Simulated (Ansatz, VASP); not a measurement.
One calculation of WS2, two programs

Contents of INCAR:

```
  ALGO = Normal
  EDIFF = 1E-6
  ENCUT = 520
  GGA = PS
  ISIF = 2
  ISMEAR = 0
  IVDW = 12
  LASPH = True
  LCHARG = False
  LREAL = False
  LWAVE = False
  NBANDS = 20
  NELM = 60
  PREC = Accurate
  SIGMA = 0.05
```

KPOINTS

```
k-points
0
Gamma
  12 12 2
```

POSCAR

```
WS2
1.0
    3.1496284570      0.0000000000      0.0000000000
   -1.5748142285      2.7276582562      0.0000000000
    0.0000000000      0.0000000000     17.0768483000
W S
1 2
Direct
    0.3333333333      0.6666666667      0.0000000000
    0.6484190858      0.3333333333      0.9071447969
    0.6849142475      0.3333333333      0.0928552031
```

Input for Ansatz:

```yaml
crystal:
  lattice:
    - [3.149628457, 0.0, 0.0]
    - [-1.5748142285, 2.7276582562, 0.0]
    - [0.0, 0.0, 17.0768483]
  atoms:
    - { symbol: W, position: [0.3333333333, 0.6666666667, 0.0] }
    - { symbol: S, position: [0.6484190858, 0.3333333333, 0.9071447969] }
    - { symbol: S, position: [0.6849142475, 0.3333333333, 0.0928552031] }
basis:
  ecutwfc: 420
kpoints:
  mp_grid: { grid: [12, 12, 2] }
hamiltonian:
  xc: pbesol
  dispersion: d3bj
scf:
  occupations: { method: gaussian, width: 0.05 }
output:
  forces: true
  stress: true
  eigenvalues: true
```

Change from the starting cell: mode 4 frozen in at -0.057 Å, equal normal strain along x, y and z +0.0083.

Alike in both runs: task single point; functional PBEsol; dispersion D3(BJ); k mesh 12 × 12 × 2; occupations gaussian, width 0.05 eV; no spin polarisation.

|  | VASP | Ansatz |
| --- | --- | --- |
| version | VASP 6.6.1 | Ansatz 0.2.0 |
| potentials or method | VASP PAW PBE potentials, release 64 (W_sv, S), cutoff 520 eV | scalar-relativistic, plane waves, PAW |
| valence electrons in the cell | 26 | 26 |

```tsv
	VASP	Ansatz	Ansatz less VASP
gap on the k mesh at the Fermi level (eV)	1.93	1.93	-0.001
least direct gap on the mesh (eV)	1.97	1.96	-0.005
rms of the force components (eV/Å)	0.323	0.328	+0.0054
```

VASP's potentials were made for PBE, not for PBEsol. Atom by atom the forces differ by 0.010 eV/Å (rms over components).

Spin-orbit coupling is off throughout.
